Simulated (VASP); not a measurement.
Here is a VASP 6.6.1 calculation.

Contents of INCAR:

```
ALGO = Normal
EDIFF = 1E-6
EDIFFG = -0.005
ENCUT = 600
GGA = PS
IBRION = 2
ISIF = 3
ISMEAR = -1
LASPH = T
LCHARG = F
LREAL = F
LWAVE = F
NELM = 100
NSW = 80
PREC = Accurate
SIGMA = 0.02
```

The input KPOINTS:

```
k-points
0
Gamma
  12 12 4
```

POSCAR

```
SrO
1.0
    3.5767947462      0.0000000000      0.0000000000
   -1.7883973731      3.0975951144      0.0000000000
    0.0000000000      0.0000000000      6.2429650184
Sr O
2 2
Direct
    0.3333333333      0.6666666667      0.2500000000
    0.6666666667      0.3333333333      0.7500000000
    0.0000000000      0.0000000000      0.0000000000
    0.0000000000      0.0000000000      0.5000000000
```

Potentials or basis: VASP PAW PBE potentials, release 64 (Sr_sv, O).

Run with:

```bash
$ cat potpaw_PBE.64/Sr_sv/POTCAR potpaw_PBE.64/O/POTCAR > POTCAR
$ mpirun -np 1 vasp_std > vasp.out
```

Question: Estimate the band gap on the k mesh.

Answer: 2.96 eV (least direct gap 3.05 eV).

Question: Estimate the relaxed cell.

Answer: a = 3.529 Å, b = 3.529 Å, c = 6.166 Å, α = 90.00°, β = 90.00°, γ = 120.00°.

Question: What does it give for the space group after relaxing (to 0.1 Å)?

Answer: P6_3/mmc (No. 194).

Question: Estimate the relaxed volume.

Answer: 16.62 Å³/atom.

Final structure:
```
Sr O
1.0
     3.52882    0.00000    0.00000
    -1.76441    3.05605    0.00000
     0.00000    0.00000    6.16576
Sr O
2 2
Direct
  0.33333 0.66667 0.25000
  0.66667 0.33333 0.75000
  0.00000 0.00000 0.00000
  0.00000 0.00000 0.50000
```

Caveat: the PAW data sets were made with another functional, which shifts forces and pressure a little. A k mesh can miss the band edges.
